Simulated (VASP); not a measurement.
A run of VASP 6.6.1 is set up as follows.

The input INCAR:

```
SYSTEM = MoS2
PREC = Accurate
ENCUT = 520
EDIFF = 1E-6
ISMEAR = 0
SIGMA = 0.05
LREAL = .FALSE.
LASPH = .TRUE.
NELM = 80
ALGO = Normal
ISIF = 2
LWAVE = .FALSE.
LCHARG = .FALSE.
GGA = PE
IVDW = 12
NBANDS = 20
```

The input KPOINTS:

```
Automatic mesh
0
G
  12 12 4
  0 0 0
```

Contents of POSCAR:

```
MoS2
1.0
    3.1497239970      0.0000000000      0.0000000000
   -1.5748619985      2.7277409963      0.0000000000
    0.0000000000      0.0000000000      7.2292026430
Mo S
1 2
Direct
    0.0000000000      0.0000000000      0.0000000000
    0.3333333333      0.6666666667      0.2356692374
    0.3333333333      0.6666666667      0.7643307626
```

Potentials or basis: VASP PAW PBE potentials, release 64 (Mo_sv, S).

Run with:

```console
$ cat potpaw_PBE.64/Mo_sv/POTCAR potpaw_PBE.64/S/POTCAR > POTCAR
$ mpirun -np 1 vasp_std > vasp.out
```

Q: What does it give for the largest force?

A: 2.104 eV/Å.

Q: What does it give for the pressure?

A: -10.4 GPa.

Forces on the atoms (eV/Å):
```
Mo   0.000  0.000  0.000
S    0.000  0.000 -2.104
S    0.000  0.000  2.104
```

Caveat: the cell differs from its parent crystal (strain +0.0875 x Voigt [0, 0, 1, 0, 0, 0]); forces of over 1 eV/Å act on the atoms, so gaps and moduli don't describe the material at rest.
